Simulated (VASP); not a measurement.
P, 2 atoms in the cell. The structure is cubic, space group Fd-3m (No. 227). Conventional cell: a = 5.388 Å, b = 5.388 Å, c = 5.388 Å, α = 90.00°, β = 90.00°, γ = 90.00°. Within 3.1 Å of P (site symmetry -43m) lie 4 P at 2.33 Å. This isn't the form of P at room conditions, which is orthorhombic.

| Property | Result |
| --- | --- |
| Program | VASP 6.6.1 |
| Task | single point |
| Functional | PBEsol |
| Potentials or basis | VASP PAW PBE potentials, release 64 (P) |
| Cutoff | 520 eV |
| k mesh | 12 × 12 × 12 |
| Occupations | fermi-dirac, width 0.08 eV |
| Spin | no spin polarisation |
| Dipole correction | no |
| Further INCAR settings | ALGO = Normal; EDIFF = 1e-06; NBANDS = 12 |

Potentials or basis: VASP PAW PBE potentials, release 64 (P).

Command:

```bash
$ cat potpaw_PBE.64/P/POTCAR > POTCAR
$ mpirun -np 1 vasp_std > vasp.out
```

Hardware: 1 thread of Intel Xeon 8259CL, with other jobs on the host.

Question: Estimate the wall time of this run.

Answer: It took 39 s on 1 thread of Intel Xeon 8259CL, with other jobs on the host, peak memory 0.16 GiB. Counts: scf iterations 11, k points 72.
